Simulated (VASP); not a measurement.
# TiSe (P6_3/mmc) in VASP: notebook, part 2 of 2

VASP 6.6.1. Earlier steps stand in the parts before.

## 3. Single point, PBEsol, collinear spin (17.14 Å³/atom)

This run uses another cell than the first one, of 17.14 Å³/atom.

The input, INCAR:

```
  ALGO = Normal
  EDIFF = 1E-6
  ENCUT = 520
  GGA = PS
  ISIF = 2
  ISMEAR = 0
  ISPIN = 2
  LASPH = True
  LCHARG = False
  LMAXMIX = 4
  LORBIT = 11
  LREAL = False
  LWAVE = False
  MAGMOM = 0.05 0.05 0 0
  NBANDS = 30
  NELM = 150
  PREC = Accurate
  SIGMA = 0.05
```

The input, KPOINTS:

```
k-points
0
Gamma
  10 10 6
```

The input, POSCAR:

```
TiSe
1.0
    3.4127499673      0.0000000000      0.0000000000
   -1.7063749836      2.9555281684      0.0000000000
    0.0000000000      0.0000000000      6.7982424315
Ti Se
2 2
Direct
    0.0000000000      0.0000000000      0.0000000000
    0.0000000000      0.0000000000      0.5000000000
    0.3333333333      0.6666666667      0.2500000000
    0.6666666667      0.3333333333      0.7500000000
```

Potentials or basis: VASP PAW PBE potentials, release 64 (Ti_sv, Se).

The run is started by

```console
cat potpaw_PBE.64/Ti_sv/POTCAR potpaw_PBE.64/Se/POTCAR > POTCAR
mpirun -np 1 vasp_std > vasp.out
```

OUTCAR:

```text
EDIFF = 1E-6
   ENCUT = 520
   GGA = PS
   ISIF = 2
   ISMEAR = 0
   ISPIN = 2
   LASPH = True
   LORBIT = 11
   LREAL = False
   NELM = 150
   PREC = Accurate

 ion  position               nearest neighbor table
   1  0.000  0.000  0.000-   3 2.60   4 2.60   3 2.60   4 2.60   4 2.60   3 2.60
   2  0.000  0.000  0.500-   3 2.60   4 2.60   3 2.60   4 2.60   4 2.60   3 2.60
   3  0.333  0.667  0.250-   1 2.60   2 2.60   1 2.60   2 2.60   1 2.60   2 2.60
   4  0.667  0.333  0.750-   1 2.60   2 2.60   1 2.60   2 2.60   1 2.60   2 2.60
[... 1818 lines left out ...]
  energy-cutoff  :      520.00
  volume of cell :       68.57
      direct lattice vectors                 reciprocal lattice vectors
     3.412749967  0.000000000  0.000000000     0.293018829  0.169174500  0.000000000
    -1.706374984  2.955528168  0.000000000     0.000000000  0.338349000  0.000000000
     0.000000000  0.000000000  6.798242432     0.000000000  0.000000000  0.147096843

 POSITION                                       TOTAL-FORCE (eV/Angst)
 -----------------------------------------------------------------------------------
      0.00000      0.00000      0.00000         0.000000      0.000000      0.000000
      0.00000      0.00000      3.39912         0.000000      0.000000      0.000000
     -0.00000      1.97035      1.69956        -0.000000      0.000000     -0.000000
      1.70637      0.98518      5.09868        -0.000000     -0.000000      0.000000
 -----------------------------------------------------------------------------------
    total drift:                               -0.000000      0.000000      0.000000

  FREE ENERGIE OF THE ION-ELECTRON SYSTEM (eV)
  ---------------------------------------------------
  free  energy   TOTEN  =       -29.1529664041 eV

  energy  without entropy=      -29.1479763875  energy(sigma->0) =      -29.15047140

 total charge

# of ion       s       p       d       tot
------------------------------------------
    1        2.143   6.108   2.006  10.257
    2        2.143   6.108   2.006  10.257
    3        1.432   2.439   0.080   3.952
    4        1.432   2.439   0.080   3.952
--------------------------------------------------
tot          7.151  17.093   4.173  28.416

 magnetization (x)

# of ion       s       p       d       tot
------------------------------------------
    1        0.000   0.000   0.000   0.000
    2        0.000   0.000   0.000   0.000
    3       -0.000  -0.000   0.000  -0.000
    4       -0.000  -0.000   0.000  -0.000
--------------------------------------------------
tot         -0.000  -0.000   0.001   0.001
```

Wall time 99 s (1 thread of Intel Xeon 6975P-C (Granite Rapids), shared host); peak memory 0.33 GiB.

What came out:

```yaml
Free_energy: -29.1530 eV
Pressure: -4.2 GPa
Band_gap_on_the_k_mesh: zero (filled and empty bands overlap)
Net_moment: 0.00 μB per cell
Valence_electrons_inside_the_program's_atomic_spheres: Ti 10.26; Se 3.95
```

Caveat: the cell stands under tension; the PAW data sets were made with another functional, which shifts forces and pressure a little.

## 4. Relaxation of shape and atoms at fixed volume, PBEsol, collinear spin (15.82 Å³/atom)

This run uses another cell than the first one, of 15.82 Å³/atom.

The input, INCAR:

```
PREC = Accurate ; ENCUT = 600
EDIFF = 1E-6 ; ISMEAR = 0
SIGMA = 0.05 ; LREAL = F
LASPH = T ; NELM = 150
ALGO = Normal ; ISIF = 4
LWAVE = F ; LCHARG = F
ISPIN = 2 ; MAGMOM = 0.05 0.05 0 0
LORBIT = 11 ; LMAXMIX = 4
GGA = PS ; IBRION = 2
NSW = 60 ; EDIFFG = -0.01
```

The input, KPOINTS:

```
Automatic mesh
0
Gamma
  10 10 6
```

The input, POSCAR:

```
TiSe
1.0
    3.3057897166      0.0000000000      0.0000000000
   -1.6528948583      2.8628978742      0.0000000000
    0.0000000000      0.0000000000      6.6879502709
Ti Se
2 2
Direct
    0.0000000000      0.0000000000      0.0000000000
    0.0000000000      0.0000000000      0.5000000000
    0.3333333333      0.6666666667      0.2500000000
    0.6666666667      0.3333333333      0.7500000000
```

Potentials or basis: VASP PAW PBE potentials, release 64 (Ti_sv, Se).

The run is started by

```console
cat potpaw_PBE.64/Ti_sv/POTCAR potpaw_PBE.64/Se/POTCAR > POTCAR
mpirun -np 1 vasp_std > vasp.out
```

OUTCAR:

```text
PREC = Accurate
   ENCUT = 600
   EDIFF = 1E-6
   ISMEAR = 0
   LREAL = F
   LASPH = T
   NELM = 150
   ISIF = 4
   ISPIN = 2
   LORBIT = 11
   GGA = PS
   IBRION = 2
   NSW = 60
   EDIFFG = -0.01

 ion  position               nearest neighbor table
   1  0.000  0.000  0.000-   3 2.54   4 2.54   4 2.54   3 2.54   4 2.54   3 2.54
   2  0.000  0.000  0.500-   3 2.54   4 2.54   4 2.54   3 2.54   4 2.54   3 2.54
   3  0.333  0.667  0.250-   1 2.54   2 2.54   1 2.54   2 2.54   1 2.54   2 2.54
   4  0.667  0.333  0.750-   1 2.54   2 2.54   1 2.54   2 2.54   1 2.54   2 2.54

  LATTYP: Found a hexagonal cell.
 ALAT       =     3.3057897166
 C/A-ratio  =     2.0231021463

  Lattice vectors:

 A1 = (   3.3057897166,   0.0000000000,   0.0000000000)
 A2 = (  -1.6528948583,   2.8628978742,   0.0000000000)
 A3 = (   0.0000000000,   0.0000000000,   6.6879502709)

Analysis of symmetry for initial positions (statically):
=====================================================================
 Subroutine PRICEL returns:
 Original cell was already a primitive cell.

 Routine SETGRP: Setting up the symmetry group for a
 hexagonal supercell.

 Subroutine GETGRP returns: Found 24 space group operations
 (whereof 12 operations were pure point group operations)
 out of a pool of 24 trial point group operations.

The static configuration has the point symmetry D_3d.
 The point group associated with its full space group is D_6h.

[... 194 lines left out ...]
  external PRESSURE =      59.3695432 kB  Pullay stress =       0.0000000 kB
[... 65 lines left out ...]
--------------------------------------- Ionic step        3  -------------------------------------------

 number of electron      36.0000002 magnetization      -0.0000073

 Free energy of the ion-electron system (eV)
  ---------------------------------------------------
  ext. energy  EPLUGINS =         0.00000000
  ---------------------------------------------------
  free energy    TOTEN  =       -29.13677617 eV

  energy without entropy =      -29.13340353  energy(sigma->0) =      -29.13508985

 E-fermi :   9.3870     XC(G=0): -11.8782

 val. band max:        9.3741807801   @ k =   0.1000   0.1000   0.0000
 cond. band min:       9.4138316095   @ k =   0.2000   0.2000   0.3333
 fundamental gap:      0.0396508294
 Fermi energy:         9.3869963341

 spin component 1

 k-point     1 :       0.0000    0.0000    0.0000
  band No.  band energies     occupation
      1     -47.5764      1.00000
      2     -47.5671      1.00000
      3     -24.1546      1.00000
      4     -24.0091      1.00000
      5     -23.8852      1.00000
      6     -23.8852      1.00000
[... 589 lines left out ...]
     21      11.1795      0.00000
     22      11.3215      0.00000

 [... further k-points ...]

 spin component 2

 k-point     1 :       0.0000    0.0000    0.0000
  band No.  band energies     occupation
      1     -47.5764      1.00000
      2     -47.5671      1.00000
      3     -24.1546      1.00000
      4     -24.0090      1.00000
      5     -23.8852      1.00000
      6     -23.8852      1.00000
[... 622 lines left out ...]
  FREE ENERGIE OF THE ION-ELECTRON SYSTEM (eV)
  ---------------------------------------------------
  free  energy   TOTEN  =       -29.1367761656 eV

  energy  without entropy=      -29.1334035311  energy(sigma->0) =      -29.13508985

 reached required accuracy - stopping structural energy minimisation

 total charge

# of ion       s       p       d       tot
------------------------------------------
    1        2.155   6.135   2.072  10.362
    2        2.155   6.135   2.072  10.362
    3        1.435   2.478   0.097   4.010
    4        1.435   2.478   0.097   4.010
--------------------------------------------------
tot          7.179  17.227   4.338  28.744

 magnetization (x)

# of ion       s       p       d       tot
------------------------------------------
    1       -0.000   0.000  -0.000  -0.000
    2       -0.000   0.000  -0.000  -0.000
    3        0.000   0.000  -0.000   0.000
    4        0.000   0.000  -0.000   0.000
--------------------------------------------------
tot         -0.000   0.000  -0.000  -0.000
```

Run time: 5.1 min. Hardware: 1 thread of Oxide Virtual Turin-like, shared host; peak memory 0.29 GiB.

What came out:

```
Free energy                                           : -29.1368 eV
Energy gained by relaxing                             : 0.2 meV/atom
Ionic steps                                           : 3
Pressure after relaxing                               : 5.8 GPa
Band gap on the k mesh                                : zero (filled and empty bands overlap)
Net moment                                            : 0.00 μB per cell
Valence electrons inside the program's atomic spheres : Ti 10.36; Se 4.01
```

Step by step:
```tsv
step	energy change (eV)	largest force (eV/Å)	pressure (GPa)	volume (Å³)
1	0.0000	0.0000	5.94	63.30
2	-0.0006	0.0000	5.89	63.30
3	-0.0006	0.0000	5.84	63.30
```

Final structure:
```yaml
crystal:
  lattice:
    - [3.29963, 0.00000, 0.00000]
    - [-1.64982, 2.85756, 0.00000]
    - [0.00000, 0.00000, 6.71294]
  atoms:
    - { symbol: Ti, position: [0.00000, 0.00000, 0.00000] }
    - { symbol: Ti, position: [0.00000, 0.00000, 0.50000] }
    - { symbol: Se, position: [0.33333, 0.66667, 0.25000] }
    - { symbol: Se, position: [0.66667, 0.33333, 0.75000] }
```

Caveat: the PAW data sets were made with another functional, which shifts forces and pressure a little.

## 5. Relaxation of shape and atoms at fixed volume, PBEsol, collinear spin (17.14 Å³/atom)

This run uses another cell than the first one, of 17.14 Å³/atom.

The input, INCAR:

```
ALGO = Normal
EDIFF = 1E-6
EDIFFG = -0.01
ENCUT = 600
GGA = PS
IBRION = 2
ISIF = 4
ISMEAR = 0
ISPIN = 2
LASPH = True
LCHARG = False
LMAXMIX = 4
LORBIT = 11
LREAL = False
LWAVE = False
MAGMOM = 0.05 0.05 0 0
NELM = 150
NSW = 60
PREC = Accurate
SIGMA = 0.05
```

The input, KPOINTS:

```
k-points
0
Gamma
  10 10 6
```

The input, POSCAR:

```
TiSe
1.0
    3.4069741529      0.0000000000      0.0000000000
   -1.7034870764      2.9505261665      0.0000000000
    0.0000000000      0.0000000000      6.8213119751
Ti Se
2 2
Direct
    0.0000000000      0.0000000000      0.0000000000
    0.0000000000      0.0000000000      0.5000000000
    0.3333333333      0.6666666667      0.2500000000
    0.6666666667      0.3333333333      0.7500000000
```

The run is started by

```console
cat potpaw_PBE.64/Ti_sv/POTCAR potpaw_PBE.64/Se/POTCAR > POTCAR
mpirun -np 1 vasp_std > vasp.out
```

It took 6.4 min on 1 thread of Oxide Virtual Turin-like, shared host; peak memory 0.3 GiB.

It converged, with:

* Free energy: -29.1536 eV
* Energy gained by relaxing: 0.1 meV/atom
* Ionic steps: 3
* Pressure after relaxing: -4.2 GPa
* Band gap on the k mesh: zero (filled and empty bands overlap)
* Net moment: 0.00 μB per cell
* Valence electrons inside the program's atomic spheres: Ti 10.26; Se 3.95

Step by step:
| step | energy change (eV) | largest force (eV/Å) | pressure (GPa) | volume (Å³) |
| --- | --- | --- | --- | --- |
| 1 | 0.0000 | 0.0000 | -4.34 | 68.57 |
| 2 | -0.0003 | 0.0000 | -4.23 | 68.57 |
| 3 | -0.0004 | 0.0000 | -4.19 | 68.57 |

Final structure:
```
Ti Se
1.0
     3.41241    0.00000    0.00000
    -1.70621    2.95523    0.00000
     0.00000    0.00000    6.79959
Ti Se
2 2
Direct
  0.00000 0.00000 0.00000
  0.00000 0.00000 0.50000
  0.33333 0.66667 0.25000
  0.66667 0.33333 0.75000
```

Levels at points of the mesh, in eV from the Fermi level:
Spin up:
```csv
k point,band 15,band 16,band 17,band 18,band 19,band 20,band 21,band 22
"(0.00, 0.00, 0.00)",-1.98,-0.90,-0.90,-0.20,-0.20,0.03,0.03,1.07
"(0.50, 0.00, 0.00)",-3.86,-2.60,-1.80,-0.88,0.57,1.57,1.70,1.77
"(0.00, 0.00, 0.50)",-2.50,-2.50,-0.05,-0.05,0.38,0.38,0.38,0.38
"(0.50, 0.00, 0.50)",-3.35,-3.35,-1.18,-1.18,1.55,1.55,1.63,1.63
```
Spin down:
| k point | band 16 | band 17 | band 18 | band 19 | band 20 | band 21 |
| --- | --- | --- | --- | --- | --- | --- |
| (0.00, 0.00, 0.00) | -0.90 | -0.90 | -0.20 | -0.20 | 0.03 | 0.03 |
| (0.50, 0.00, 0.00) | -2.60 | -1.80 | -0.88 | 0.57 | 1.57 | 1.70 |
| (0.00, 0.00, 0.50) | -2.50 | -0.05 | -0.05 | 0.38 | 0.38 | 0.38 |
| (0.50, 0.00, 0.50) | -3.35 | -1.18 | -1.18 | 1.55 | 1.55 | 1.63 |

Caveat: the PAW data sets were made with another functional, which shifts forces and pressure a little.

## 6. Overview

```tsv
task	cell	cutoff (eV)	gap on the mesh (eV)	pressure (GPa)	moment (μB)
single point	a = 3.385, b = 3.385, c = 6.777 Å, angles 90.0, 90.0, 120.0°, 4 atoms	520	none	-2.1	0.00
single point	a = 3.413, b = 3.413, c = 6.798 Å, angles 90.0, 90.0, 120.0°, 4 atoms	520	none	-4.2	0.00
relaxation of shape and atoms at fixed volume	relaxed from a = 3.306, b = 3.306, c = 6.688 Å, angles 90.0, 90.0, 120.0°, 4 atoms	600	none	5.8	0.00
relaxation of shape and atoms at fixed volume	relaxed from a = 3.407, b = 3.407, c = 6.821 Å, angles 90.0, 90.0, 120.0°, 4 atoms	600	none	-4.2	0.00
```

Alike in all rows: level PBEsol; potentials or basis VASP PAW PBE potentials, release 64 (Ti_sv, Se); spin collinear; k mesh 10 × 10 × 6; smearing gaussian 0.05 eV.

Caveats: the PAW data sets were made with another functional, which shifts forces and pressure a little; the cell stands under tension (at least some runs).

Absolute energies hang on the potentials; compare differences alone.
